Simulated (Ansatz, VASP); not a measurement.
# GaBiTe2Se: VASP beside Ansatz

The input INCAR:

```
SYSTEM = GaBiTe2Se
PREC     = Accurate       ! precision mode
ENCUT    = 600            ! plane-wave cutoff, eV
EDIFF    = 1E-6           ! SCF threshold, eV
ISMEAR   = 0              ! smearing method
SIGMA    = 0.1            ! smearing width, eV
LREAL    = .False.        ! projectors in reciprocal space
LASPH    = .True.         ! aspherical terms in the spheres
NELM     = 80             ! most SCF steps
ALGO     = Normal         ! electronic algorithm
ISIF     = 3              ! what is computed and relaxed
LWAVE    = .False.        ! write WAVECAR
LCHARG   = .False.        ! write CHGCAR
GGA      = PE             ! functional
IBRION   = 2              ! ionic algorithm
NSW      = 90             ! ionic steps
EDIFFG   = -0.04          ! ionic threshold
```

The input KPOINTS:

```
Automatic mesh
0
Gamma
  6 6 2
  0 0 0
```

Contents of POSCAR:

```
GaBiTe2Se
1.0
    4.5811771600      0.0000000000      0.0000000000
   -2.2905885800      3.9674158000      0.0000000000
    0.0000000000      0.0000000000      7.6131179800
Ga Bi Te Se
1 1 2 1
Direct
    0.6666666700      0.3333333300      0.6390969800
    0.3333333300      0.6666666700      0.9901350100
    0.6666666700      0.3333333300      0.2616020100
    0.0000000000      0.0000000000      0.7364320200
    0.0000000000      0.0000000000      0.3727349900
```

Input for Ansatz:

```yaml
crystal:
  lattice:
    - [4.58117716, 0.0, 0.0]
    - [-2.29058858, 3.9674158, 0.0]
    - [0.0, 0.0, 7.61311798]
  atoms:
    - { symbol: Ga, position: [0.66666667, 0.33333333, 0.63909698] }
    - { symbol: Bi, position: [0.33333333, 0.66666667, 0.99013501] }
    - { symbol: Te, position: [0.66666667, 0.33333333, 0.26160201] }
    - { symbol: Te, position: [0.0, 0.0, 0.73643202] }
    - { symbol: Se, position: [0.0, 0.0, 0.37273499] }
basis:
  ecutwfc: 420
kpoints:
  mp_grid: { grid: [6, 6, 2] }
hamiltonian:
  xc: pbe
scf:
  occupations: { method: gaussian, width: 0.1 }
  lower_state_search: "off"
output:
  forces: true
  stress: true
  eigenvalues: true
relax:
  adjacent_minimum: "off"
  f_tol: 0.04
  max_steps: 70
  cell: { stress_tol: 0.4 }
```

Change from the starting cell: species swapped into the CeZnCuP2 type (P3m1, No. 156).

Alike in both runs: task relaxation of cell and atoms; functional PBE; k mesh 6 × 6 × 2; occupations gaussian, width 0.1 eV; no spin polarisation.

|  | VASP | Ansatz |
| --- | --- | --- |
| version | VASP 6.6.1 | Ansatz 0.2.0 |
| potentials or method | VASP PAW PBE potentials, release 64 (Ga_d, Bi_d, Te, Se), cutoff 600 eV | scalar-relativistic, plane waves, PAW |
| valence electrons in the cell | 46 | 76 |

|  | VASP | Ansatz | Ansatz less VASP |
| --- | --- | --- | --- |
| gap on the k mesh at the Fermi level, each at its own relaxed structure (eV) | none | none | - |
| relaxed volume (Å³/atom) | 30.13 | 30.27 | +0.137 |
| relaxed cell length with the largest relative difference (Å) | 10.414 | 10.454 | +0.0398 |

A gap of «none» marks a metal or a gap that the smearing closes. VASP's potentials hold 46 valence electrons a cell and Ansatz's 76, so a difference there can come from the potentials and not from the codes.

The k mesh is coarse, so the values compare programs but aren't converged. Spin-orbit coupling is off throughout.
